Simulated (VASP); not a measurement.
Wanted: the native input for a VASP 6.6.1 run.

| Item | Value |
| --- | --- |
| Task | single point |
| Functional | PBEsol |
| Potentials or basis | VASP PAW PBE potentials, release 64 (Al, N, Si) |
| Cutoff | 520 eV |
| k mesh | 2 × 2 × 2, shifted |
| Occupations | fermi-dirac, width 0.05 eV |
| Spin | collinear spin |
| Starting moments | [0.0, 0.2, 0.0, 0.2, 0.0, 0.2, 0.0, 0.2, 0.0, 0.0, 0.0, 0.0, 0.0, 0.0, 0.0, 0.2] μB |
| Dipole correction | no |
| Further INCAR settings | LREAL = Auto; ALGO = Normal; EDIFF = 1e-06; NBANDS = 50 |

The structure of Al8SiN7 (a cell with a defect) lies in POSCAR:

```
Al8SiN7
1.0
    0.0000000000      4.3777220000      4.3777220000
    4.3777220000      0.0000000000      4.3777220000
    4.3777220000      4.3777220000      0.0000000000
Al N Si
8 7 1
Direct
    0.0439720000      0.0003730000      0.9967620000
    0.5063590000      0.4912140000      0.4788930000
    0.0188170000      0.0346130000      0.5012210000
    0.5468420000      0.4830090000      0.0074040000
    0.0001450000      0.5121020000      0.0136470000
    0.4890600000      0.0163910000      0.4963620000
    0.4606280000      0.0376300000      0.0068440000
    0.9953690000      0.4750560000      0.5126690000
    0.1475000000      0.1290070000      0.1075980000
    0.1621870000      0.1122170000      0.6235310000
    0.6372610000      0.6413970000      0.1120350000
    0.1059870000      0.6184010000      0.1485030000
    0.6055760000      0.1202740000      0.6369280000
    0.6156600000      0.1142200000      0.1437610000
    0.1404110000      0.5967950000      0.6386480000
    0.6224390000      0.6099070000      0.6138540000
```

The input as run:

INCAR

```
SYSTEM = Al8SiN7
  ALGO = Normal
  EDIFF = 1E-6
  ENCUT = 520
  GGA = PS
  ISIF = 2
  ISMEAR = -1
  ISPIN = 2
  LASPH = .TRUE.
  LCHARG = .FALSE.
  LORBIT = 11
  LREAL = Auto
  LWAVE = .FALSE.
  MAGMOM = 0 0.2 0 0.2 0 0.2 0 0.2 0 0 0 0 0 0 0 0.2
  NBANDS = 50
  NELM = 150
  PREC = Accurate
  SIGMA = 0.05
```

KPOINTS

```
Automatic mesh
0
Gamma
  2 2 2
  0.5 0.5 0.5
```

Potentials or basis: VASP PAW PBE potentials, release 64 (Al, N, Si).

Launch:

```console
$ cat potpaw_PBE.64/Al/POTCAR potpaw_PBE.64/N/POTCAR potpaw_PBE.64/Si/POTCAR > POTCAR
$ mpirun -np 1 vasp_std > vasp.out
```

Results of the run:

```json
{
  "Pressure": "36.1 GPa",
  "Largest force": "10.810 eV/Å",
  "Net moment": "0.00 μB per cell",
  "Valence electrons inside the program's atomic spheres": "Al 0.80, 1.00, 0.76, 0.92, 0.85, 1.03, 0.93, 0.98; N 3.99, 4.00, 3.86, 3.81, 3.82, 3.74 (each value once); Si 2.38"
}
```

Caveat: the k points lie up to 0.62 Å⁻¹ apart; the PAW data sets were made with another functional, which shifts forces and pressure a little.

Run time: 20 min on 1 thread of Intel Xeon 8259CL, on a shared host, peak memory 0.49 GiB.
